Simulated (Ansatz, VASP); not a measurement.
**KI in VASP and in Ansatz**

```
K I
1.0
     4.94853    0.00000    0.00000
    -2.47426    4.28555    0.00000
     0.00000    0.00000    8.67505
K I
2 2
Direct
  0.00000 0.00000 0.00000
  0.00000 0.00000 0.50000
  0.33333 0.66667 0.25000
  0.66667 0.33333 0.75000
```

Alike in both runs: task single point; functional r2SCAN; k mesh 6 × 6 × 4; no spin polarisation.

|  | VASP | Ansatz |
| --- | --- | --- |
| version | VASP 6.6.1 | Ansatz 0.2.0 |
| potentials or method | VASP PAW PBE potentials, release 64 (K_sv, I) | plane waves, PAW |
| plane-wave cutoff (eV) | 520 | 500 |
| occupations | gaussian, width 0.01 eV | fixed |
| valence electrons in the cell | 32 | 52 |

|  | VASP | Ansatz | Ansatz less VASP |
| --- | --- | --- | --- |
| gap on the k mesh at the Fermi level (eV) | 4.42 | 4.43 | +0.003 |
| pressure (GPa) | -0.3 | -0.3 | 0.00 |

VASP's potentials were made for PBE, not for r2SCAN. VASP's potentials hold 32 valence electrons a cell and Ansatz's 52, so a difference there can come from the potentials and not from the codes.

Neither program's run includes spin-orbit coupling.
